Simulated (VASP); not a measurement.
Runs of VASP 6.6.1 on Mg. The structure is that of space group P6/mmm (No. 191), or close to it. The cells are those of the table. This isn't the form of Mg at room conditions, which is hcp.

| task | cell | k mesh | cutoff (eV) | gap on the mesh (eV) | pressure (GPa) |
| --- | --- | --- | --- | --- | --- |
| single point | a = 5.143, b = 5.143, c = 3.136 Å, angles 90.0, 90.0, 120.0°, 3 atoms | 8 × 8 × 11 | 520 | none | -0.1 |
| relaxation of cell and atoms | relaxed from a = 5.083, b = 5.083, c = 3.116 Å, angles 90.0, 90.0, 120.0°, 3 atoms | 7 × 7 × 10 | 600 | none | 0.0 |
| single point | a = 5.143, b = 5.143, c = 3.136 Å, angles 90.0, 90.0, 120.0°, 3 atoms | 7 × 7 × 10 | 520 | none | 0.0 |
| single point | a = 5.277, b = 5.277, c = 3.218 Å, angles 90.0, 90.0, 120.0°, 3 atoms | 8 × 8 × 11 | 520 | none | -1.9 |
| single point | a = 5.341, b = 5.341, c = 3.257 Å, angles 90.0, 90.0, 120.0°, 3 atoms | 8 × 8 × 11 | 520 | none | (a) |
| single point | a = 5.002, b = 5.002, c = 3.050 Å, angles 90.0, 90.0, 120.0°, 3 atoms | 8 × 8 × 11 | 520 | none | 2.8 |
| single point | a = 5.143, b = 5.143, c = 3.136 Å, angles 90.0, 90.0, 120.0°, 3 atoms | 9 × 9 × 13 | 520 | none | -0.1 |
| single point | a = 4.928, b = 4.928, c = 3.005 Å, angles 90.0, 90.0, 120.0°, 3 atoms | 8 × 8 × 11 | 520 | none | 4.8 |

Alike in all rows: level BLYP; potentials or basis VASP PAW PBE potentials, release 64 (Mg); no spin polarisation; smearing fermi-dirac 0.1 eV.

Question: Estimate the missing entries.

Answer: (a) -2.5.

Caveats: the PAW data sets were made with another functional, which shifts forces and pressure a little; the cell stands under pressure (at least some runs).

A gap of «none» marks levels without a gap at the run's occupations.
